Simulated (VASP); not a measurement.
# Ni (Fm-3m) in VASP: a series of runs

The runs below take Ni through single point, with PBEsol.

All numbers are computed with VASP 6.6.1; they aren't measurements. Logs are shortened: lines on timing, memory, paths and dates and some standing lists are left out, and cuts for length are marked.

## Step 1: The cell of the first run

The structure is cubic, space group Fm-3m (No. 225). Conventional cell: a = 3.463 Å, b = 3.463 Å, c = 3.463 Å, α = 90.00°, β = 90.00°, γ = 90.00°. Ni (site symmetry m-3m) has 12 Ni at 2.45 Å within 3.2 Å.

## Step 2: Single point, PBEsol, collinear spin, ferromagnetic start

INCAR

```
SYSTEM = Ni
  ALGO = Normal
  EDIFF = 1E-6
  ENCUT = 520
  GGA = PS
  ISIF = 2
  ISMEAR = 0
  ISPIN = 2
  LASPH = .True.
  LCHARG = .False.
  LMAXMIX = 4
  LORBIT = 11
  LREAL = .False.
  LWAVE = .False.
  MAGMOM = 0.83
  NBANDS = 15
  NELM = 150
  PREC = Accurate
  SIGMA = 0.1
```

KPOINTS

```
k-points
0
Gamma
  20 20 20
  0 0 0
```

POSCAR

```
Ni
1.0
    0.0000000000      1.7315748285      1.7315748285
    1.7315748285      0.0000000000      1.7315748285
    1.7315748285      1.7315748285      0.0000000000
Ni
1
Direct
    0.0000000000      0.0000000000      0.0000000000
```

Potentials or basis: VASP PAW PBE potentials, release 64 (Ni).

The run is started by

```console
$ cat potpaw_PBE.64/Ni/POTCAR > POTCAR
$ mpirun -np 1 vasp_std > vasp.out
```

OUTCAR:

```text
SYSTEM = Ni
   EDIFF = 1E-6
   ENCUT = 520
   GGA = PS
   ISIF = 2
   ISMEAR = 0
   ISPIN = 2
   LASPH = .True.
   LORBIT = 11
   LREAL = .False.
   NELM = 150
   PREC = Accurate

 ion  position               nearest neighbor table
   1  0.000  0.000  0.000-

  LATTYP: Found a face centered cubic cell.
 ALAT       =     3.4631496570

  Lattice vectors:

 A1 = (   0.0000000000,   1.7315748285,   1.7315748285)
 A2 = (   1.7315748285,   0.0000000000,   1.7315748285)
 A3 = (   1.7315748285,   1.7315748285,   0.0000000000)

Analysis of symmetry for initial positions (statically):
=====================================================================
 Subroutine PRICEL returns:
 Original cell was already a primitive cell.

 Routine SETGRP: Setting up the symmetry group for a
 face centered cubic supercell.

 Subroutine GETGRP returns: Found 48 space group operations
 (whereof 48 operations were pure point group operations)
 out of a pool of 48 trial point group operations.

The static configuration has the point symmetry O_h .

Analysis of symmetry for dynamics (positions and initial velocities):
=====================================================================
 Subroutine PRICEL returns:
 Original cell was already a primitive cell.

 Routine SETGRP: Setting up the symmetry group for a
 face centered cubic supercell.

 Subroutine GETGRP returns: Found 48 space group operations
 (whereof 48 operations were pure point group operations)
 out of a pool of 48 trial point group operations.

The dynamic configuration has the point symmetry O_h .

Analysis of structural, dynamic, and magnetic symmetry:
=====================================================================
 Subroutine PRICEL returns:
 Original cell was already a primitive cell.

 Routine SETGRP: Setting up the symmetry group for a
 face centered cubic supercell.

 Subroutine GETGRP returns: Found 48 space group operations
 (whereof 48 operations were pure point group operations)
 out of a pool of 48 trial point group operations.

The overall configuration has the point symmetry O_h .

 Subroutine INISYM returns: Found 48 space group operations
 (whereof 48 operations are pure point group operations),
 and found     1 'primitive' translations

----------------------------------------------------------------------------------------

                                     Primitive cell

  volume of cell :      10.3837

  direct lattice vectors                    reciprocal lattice vectors
     0.000000000  1.731574829  1.731574829    -0.288754486  0.288754486  0.288754486
     1.731574829  0.000000000  1.731574829     0.288754486 -0.288754486  0.288754486
     1.731574829  1.731574829  0.000000000     0.288754486  0.288754486 -0.288754486

  length of vectors
     2.448816607  2.448816607  2.448816607     0.500137441  0.500137441  0.500137441

  position of ions in fractional coordinates (direct lattice)
     0.000000000  0.000000000  0.000000000

  ion indices of the primitive-cell ions
   primitive index   ion index
                 1           1

----------------------------------------------------------------------------------------

 KPOINTS: k-points

Automatic generation of k-mesh.
 Grid dimensions read from file:
 generate k-points for:   20   20   20

 Generating k-lattice:

  Cartesian coordinates                     Fractional coordinates (reciprocal lattice)
    -0.014437724  0.014437724  0.014437724     0.050000000  0.000000000  0.000000000
     0.014437724 -0.014437724  0.014437724     0.000000000  0.050000000  0.000000000
     0.014437724  0.014437724 -0.014437724     0.000000000  0.000000000  0.050000000

  Length of vectors
     0.025006872  0.025006872  0.025006872

  Shift w.r.t. Gamma in fractional coordinates (k-lattice)
     0.000000000  0.000000000  0.000000000

 Subroutine IBZKPT returns following result:
 ===========================================

 Found    256 irreducible k-points:

 Following reciprocal coordinates:
            Coordinates               Weight
  0.000000  0.000000  0.000000      1.000000
  0.050000  0.000000  0.000000      8.000000
  0.100000  0.000000  0.000000      8.000000
  0.150000  0.000000  0.000000      8.000000
  0.200000  0.000000  0.000000      8.000000
  0.250000  0.000000  0.000000      8.000000
[... 16 lines left out ...]
 -0.400000  0.050000  0.000000     24.000000
 -0.350000  0.050000  0.000000     24.000000
 [... further k-points ...]
   k-points           NKPTS =    256   k-points in BZ     NKDIM =    256   number of bands    NBANDS=     15
   number of dos      NEDOS =    301   number of ions     NIONS =      1
   total plane-waves  NPLWV =   5832
   dimension x,y,z NGX =    18 NGY =   18 NGZ =   18
   dimension x,y,z NGXF=    36 NGYF=   36 NGZF=   36
   ions per type =               1
   NGX,Y,Z   is equivalent  to a cutoff of  12.22, 12.22, 12.22 a.u.
   NGXF,Y,Z  is equivalent  to a cutoff of  24.44, 24.44, 24.44 a.u.
 SYSTEM =  Ni
   PREC   = accura    normal or accurate (medium, high low for compatibility)
   ISTART =      0    job   : 0-new  1-cont  2-samecut
   ICHARG =      2    charge: 1-file 2-atom 10-const
   ISPIN  =      2    spin polarized calculation?
   LNONCOLLINEAR =      F non collinear calculations
   LSORBIT =      F    spin-orbit coupling
   LASPH  =      T    aspherical Exc in radial PAW
   ENCUT  =  520.0 eV  38.22 Ry    6.18 a.u.   4.55  4.55  4.55*2*pi/ulx,y,z
   NELM   =    150;   NELMIN=  2; NELMDL= -5     # of ELM steps
   EDIFF  = 0.1E-05   stopping-criterion for ELM
   LREAL  =      F    real-space projection
   EDIFFG = 0.1E-04   stopping-criterion for IOM
   NSW    =      0    number of steps for IOM
   IBRION =     -1    ionic relax: 0-MD 1-quasi-New 2-CG
   NFREE  =      0    steps in history (QN), initial steepest desc. (CG)
   ISIF   =      2    stress and relaxation
   ISYM   =      2    0-nonsym 1-usesym 2-fastsym
   POTIM  = 0.5000    time-step for ionic-motion
   TEBEG  =    0.0;   TEEND  =   0.0 temperature during run
   PSTRESS=    0.0 pullay stress
   NELECT =      10.0000    total number of electrons
   NUPDOWN=      -1.0000    fix difference up-down
   EMIN   =  10.00;   EMAX   =-10.00  energy-range for DOS
   EFERMI =   0.00;   METHOD = LEGACY
   ISMEAR =     0;   SIGMA  =   0.10  broadening in eV -4-tet -1-fermi 0-gaus
   EFERMI_NEDOS =   21; number of points for ismear=-14 and -15
   IALGO  =     38    algorithm
   IMIX   =      4    mixing-type and parameters
     AMIX     =   0.40;   BMIX     =  1.00
     AMIX_MAG =   1.60;   BMIX_MAG =  1.00
  volume/ion in A,a.u.               =      10.38        70.07
  Fermi-wavevector in a.u.,A,eV,Ry     =   1.616678  3.055079 35.560843  2.613648
  Thomas-Fermi vector in A             =   2.711226
   LORBIT       =     11    0 simple, 1 ext, 2 COOP (PROOUT), +10 PAW based schemes
   GGA     = PS    functional components
   LHFCALC =     F    Hartree Fock is set to
   AEXX    =    0.0000 exact exchange contribution
   IVDW    =     0    specifies the selected vdW correction
   LEPSILON=     F    determine dielectric tensor
   LRPA    =     F    only Hartree local field effects (RPA)
 spin polarized calculation
 Gauss-broadening in eV      SIGMA  =   0.10
  energy-cutoff  :      520.00
  volume of cell :       10.38
 maximum number of plane-waves:       295
   NGX =  9   NGY =  9   NGZ =  9

 number of electron      10.0000000 magnetization       0.8300000

 number of electron       9.9999994 magnetization       0.6226690

 Free energy of the ion-electron system (eV)
  ---------------------------------------------------
  ext. energy  EPLUGINS =         0.00000000
  ---------------------------------------------------
  free energy    TOTEN  =        -6.13995762 eV

  energy without entropy =       -6.13147495  energy(sigma->0) =       -6.13571629

 E-fermi :   9.8637     XC(G=0): -13.7148

 val. band max:        9.8633631752   @ k =  -0.4000   0.2500   0.0000
 cond. band min:       9.8649081641   @ k =   0.4000   0.0000   0.0000
 fundamental gap:      0.0015449889
 Fermi energy:         9.8636535385

 spin component 1

 k-point     1 :       0.0000    0.0000    0.0000
  band No.  band energies     occupation
      1       0.4729      1.00000
      2       7.3136      1.00000
      3       7.3136      1.00000
      4       7.3136      1.00000
      5       8.5633      1.00000
      6       8.5633      1.00000
      7      33.9561      0.00000
      8      38.1624      0.00000
      9      38.1624      0.00000
     10      38.1624      0.00000
     11      41.2423      0.00000
     12      41.2423      0.00000
     13      41.2423      0.00000
     14      44.1554      0.00000
     15      50.9552      0.00000
[... 397 lines left out ...]
 k-point    24 :      -0.3500    0.0500    0.0000
  band No.  band energies     occupation
      1       4.4009      1.00000
      2       7.3947      1.00000
      3       7.4534      1.00000
      4       7.5505      1.00000
      5       8.9310      1.00000
      6       9.2995      1.00000
      7      19.3523      0.00000
      8      32.0257      0.00000
      9      34.5297      0.00000
     10      36.5947      0.00000
     11      38.4885      0.00000
     12      40.3884      0.00000
     13      44.8393      0.00000
     14      51.6883      0.00000
     15      53.0560      0.00000

 [... further k-points ...]

 spin component 2

 k-point     1 :       0.0000    0.0000    0.0000
  band No.  band energies     occupation
      1       0.4641      1.00000
      2       8.0325      1.00000
      3       8.0325      1.00000
      4       8.0325      1.00000
      5       9.1725      1.00000
      6       9.1725      1.00000
      7      33.8492      0.00000
      8      38.1611      0.00000
      9      38.1611      0.00000
     10      38.1611      0.00000
     11      41.3664      0.00000
     12      41.3664      0.00000
     13      41.3664      0.00000
     14      44.0679      0.00000
     15      51.1595      0.00000
[... 397 lines left out ...]
 k-point    24 :      -0.3500    0.0500    0.0000
  band No.  band energies     occupation
      1       4.6254      1.00000
      2       7.9032      1.00000
      3       8.0310      1.00000
      4       8.0818      1.00000
      5       9.6497      0.99876
      6       9.9868      0.04081
      7      19.6114      0.00000
      8      32.0157      0.00000
      9      34.5628      0.00000
     10      36.7064      0.00000
     11      38.5518      0.00000
     12      40.4381      0.00000
     13      44.9319      0.00000
     14      51.7806      0.00000
     15      53.4491      0.00000

 [... further k-points ...]
[... 5 lines left out ...]
  --------------------------------------------------------------------------------------
  -------------------------------------------------------------------------------------
  Total       -0.0062052     -0.0062052     -0.0062052     -0.0000000      0.0000000      0.0000000
  in kB       -0.9574451     -0.9574451     -0.9574451     -0.0000000      0.0000000      0.0000000
  external PRESSURE =      -0.9574451 kB  Pullay stress =       0.0000000 kB

 VOLUME and BASIS-vectors are now :
 -----------------------------------------------------------------------------
  energy-cutoff  :      520.00
  volume of cell :       10.38
      direct lattice vectors                 reciprocal lattice vectors
     0.000000000  1.731574829  1.731574829    -0.288754486  0.288754486  0.288754486
     1.731574829  0.000000000  1.731574829     0.288754486 -0.288754486  0.288754486
     1.731574829  1.731574829  0.000000000     0.288754486  0.288754486 -0.288754486

 POSITION                                       TOTAL-FORCE (eV/Angst)
 -----------------------------------------------------------------------------------
      0.00000      0.00000      0.00000        -0.000000     -0.000000     -0.000000
 -----------------------------------------------------------------------------------
    total drift:                                0.000000     -0.000000     -0.000000

  FREE ENERGIE OF THE ION-ELECTRON SYSTEM (eV)
  ---------------------------------------------------
  free  energy   TOTEN  =        -6.1399576248 eV

  energy  without entropy=       -6.1314749549  energy(sigma->0) =       -6.13571629

 total charge

# of ion       s       p       d       tot
------------------------------------------
    1        0.521   0.546   8.333   9.401

 magnetization (x)

# of ion       s       p       d       tot
------------------------------------------
    1       -0.006  -0.024   0.659   0.628
```

Run time: 80 s. Hardware: 1 thread of Intel Xeon Platinum 8259CL at 2.50GHz (Skylake/Cascade Lake), shared host; peak memory 0.17 GiB.

What came out:

```
Free energy                                           : -6.1400 eV
Pressure                                              : -0.1 GPa
Net moment                                            : 0.62 μB per cell
Site moments                                          : Ni +0.63 μB
Valence electrons inside the program's atomic spheres : Ni 9.40
```

Caveat: the PAW data sets were made with another functional, which shifts forces and pressure a little.

(Part 1 of 2 ends here.)
